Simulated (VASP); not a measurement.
Input of a VASP 6.6.1 run:

INCAR

```
SYSTEM = Ga2BSb3
ALGO = Normal
EDIFF = 1E-7
EDIFFG = -0.04
ENCUT = 600
GGA = PE
IBRION = 2
ISIF = 3
ISMEAR = 0
LASPH = .TRUE.
LCHARG = .FALSE.
LREAL = .FALSE.
LWAVE = .FALSE.
NELM = 80
NSW = 90
PREC = Accurate
SIGMA = 0.1
```

Contents of KPOINTS:

```
k-points
0
G
  6 6 4
  0 0 0
```

File POSCAR:

```
Ga2BSb3
1.0
    4.8016422400      0.0000000000      0.0000000000
   -2.4008211200      4.1583441600      0.0000000000
    0.0000000000      0.0000000000      6.0128675500
Ga B Sb
2 1 3
Direct
    0.3333333300      0.6666666700      0.2191410100
    0.6666666700      0.3333333300      0.7808589900
    0.0000000000      0.0000000000      0.5000000000
    0.3333333300      0.6666666700      0.7237790200
    0.6666666700      0.3333333300      0.2762209800
    0.0000000000      0.0000000000      0.0000000000
```

Potentials or basis: VASP PAW PBE potentials, release 64 (Ga_d, B, Sb).

Run with:

```console
$ cat potpaw_PBE.64/Ga_d/POTCAR potpaw_PBE.64/B/POTCAR potpaw_PBE.64/Sb/POTCAR > POTCAR
$ mpirun -np 1 vasp_std > vasp.out
```

Question: What does it give for the space group after relaxing (to 0.1 Å)?

Answer: P6/mmm (No. 191).

Question: Estimate the relaxed cell.

Answer: a = 5.131 Å, b = 5.131 Å, c = 5.745 Å, α = 90.00°, β = 90.00°, γ = 120.00°.

Final structure:
```
CELL_PARAMETERS angstrom
5.13138 0.00000 0.00000
-2.56569 4.44391 0.00000
0.00000 0.00000 5.74535
ATOMIC_POSITIONS crystal
Ga 0.33333 0.66667 0.00678
Ga 0.66667 0.33333 0.99322
B 0.00000 0.00000 0.50000
Sb 0.33333 0.66667 0.50777
Sb 0.66667 0.33333 0.49223
Sb 0.00000 0.00000 0.00000
```

Caveat: the highest band is partly filled, so the run has too few bands.
